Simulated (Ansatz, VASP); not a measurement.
One calculation of Zr2O, two programs

The input INCAR:

```
PREC = Accurate ; ENCUT = 520
EDIFF = 1E-7 ; ISMEAR = 0
SIGMA = 0.15 ; LREAL = F
LASPH = T ; NELM = 60
ALGO = Normal ; ISIF = 2
LWAVE = F ; LCHARG = T
GGA = PS ; LELF = T
LVHAR = T ; NBANDS = 39
```

KPOINTS

```
Automatic mesh
0
Gamma
  10 10 10
```

File POSCAR:

```
Zr2O
1.0
    4.7282838620      0.0000000000      0.0000000000
    0.0000000000      4.7282838620      0.0000000000
    0.0000000000      0.0000000000      4.8002881848
Zr O
4 2
Direct
    0.2500000000      0.2500000000      0.7500000000
    0.7500000000      0.2500000000      0.2500000000
    0.2500000000      0.7500000000      0.2500000000
    0.7500000000      0.7500000000      0.7500000000
    0.0000000000      0.0000000000      0.0000000000
    0.5000000000      0.5000000000      0.5000000000
```

Input for Ansatz:

```yaml
crystal:
  lattice:
    - [4.728283862, 0.0, 0.0]
    - [0.0, 4.728283862, 0.0]
    - [0.0, 0.0, 4.8002881848]
  atoms:
    - { symbol: Zr, position: [0.25, 0.25, 0.75] }
    - { symbol: Zr, position: [0.75, 0.25, 0.25] }
    - { symbol: Zr, position: [0.25, 0.75, 0.25] }
    - { symbol: Zr, position: [0.75, 0.75, 0.75] }
    - { symbol: O, position: [0.0, 0.0, 0.0] }
    - { symbol: O, position: [0.5, 0.5, 0.5] }
basis:
  ecutwfc: 420
kpoints:
  mp_grid: { grid: [10, 10, 10] }
hamiltonian:
  xc: pbesol
scf:
  occupations: { method: gaussian, width: 0.15 }
output:
  forces: true
  stress: true
  eigenvalues: true
```

Change from the starting cell: strain -0.015 along x and y, +0.000 along z, atoms carried along.

Alike in both runs: task single point; functional PBEsol; k mesh 10 × 10 × 10; occupations gaussian, width 0.15 eV; no spin polarisation.

|  | VASP | Ansatz |
| --- | --- | --- |
| version | VASP 6.6.1 | Ansatz 0.2.0 |
| potentials or method | VASP PAW PBE potentials, release 64 (Zr_sv, O), cutoff 520 eV | scalar-relativistic, plane waves, PAW |
| valence electrons in the cell | 60 | 60 |

```csv
,VASP,Ansatz,Ansatz less VASP
gap on the k mesh at the Fermi level (eV),none,none,-
pressure (GPa),4.8,4.6,-0.28
"traceless stress, the component that is largest in VASP (GPa)",-0.47,-0.48,-0.008
```

VASP's potentials were made for PBE, not for PBEsol. A gap of «none» marks a metal or a gap that the smearing closes.
